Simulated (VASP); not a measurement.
Write the native input for VASP 6.6.1 that does the following.

```
Task                   : single point
Functional             : PBE
Potentials or basis    : VASP PAW PBE potentials, release 64 (Zr_sv, N)
Cutoff                 : 600 eV
k mesh                 : 4 × 4 × 4
Occupations            : fermi-dirac, width 0.03 eV
Spin                   : no spin polarisation
Dipole correction      : no
Further INCAR settings : ALGO = Normal; EDIFF = 1e-06; NBANDS = 16
```

The structure of ZrN lies in POSCAR:

```
ZrN
1.0
    0.0000000000      2.3000000000      2.3000000000
    2.3000000000      0.0000000000      2.3000000000
    2.3000000000      2.3000000000      0.0000000000
Zr N
1 1
Direct
    0.5000000000      0.5000000000      0.5000000000
    0.0000000000      0.0000000000      0.0000000000
```

One way to write it, as run:

INCAR

```
ALGO = Normal
EDIFF = 1E-6
ENCUT = 600
GGA = PE
GGA_COMPAT = False
ISIF = 2
ISMEAR = -1
LASPH = True
LCHARG = False
LREAL = False
LWAVE = False
NBANDS = 16
NELM = 120
PREC = Accurate
SIGMA = 0.03
```

KPOINTS

```
k-points
0
Gamma
  4 4 4
```

Potentials or basis: VASP PAW PBE potentials, release 64 (Zr_sv, N).

Launch:

```console
$ cat potpaw_PBE.64/Zr_sv/POTCAR potpaw_PBE.64/N/POTCAR > POTCAR
$ mpirun -np 1 vasp_std > vasp.out
```

Results of the run:

```yaml
Pressure: -0.5 GPa
Band_gap_on_the_k_mesh: zero (an odd number of electrons rules out a gap without spin polarisation)
```

Caveat: the k points lie up to 0.59 Å⁻¹ apart, too coarse for converged energies and pressures of a metal.

It took 4.1 s on 1 thread of AMD EPYC 9R45 96-Core Processor (Zen 5), with other jobs on the host, peak memory 0.12 GiB.
